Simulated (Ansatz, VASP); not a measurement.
# C in VASP and in Ansatz

```
C
1.0
     2.65563    0.00000    0.00000
    -1.32781    2.29984    0.00000
     0.00000    0.00000   20.61561
C
4
Cartesian
  0.0000 0.0000 11.7747
  0.0000 0.0000 8.8409
  0.0000 1.5332 8.8405
  1.3278 0.7666 11.7751
```

Alike in both runs: task single point; functional PBE; dispersion D3(BJ); k mesh 24 × 24 × 4; occupations gaussian, width 0.15 eV; no spin polarisation.

|  | VASP | Ansatz |
| --- | --- | --- |
| version | VASP 6.6.1 | Ansatz 0.2.0 |
| potentials or method | VASP PAW PBE potentials, release 64 (C), cutoff 600 eV | scalar-relativistic, plane waves, PAW |
| valence electrons in the cell | 16 | 16 |

```csv
,VASP,Ansatz,Ansatz less VASP
gap on the k mesh at the Fermi level (eV),none,none,-
rms of the force components (eV/Å),0.115,0.115,-0.0001
```

Atom by atom the forces differ by 0.000 eV/Å (rms over components). A gap of «none» marks a metal or a gap that the smearing closes.
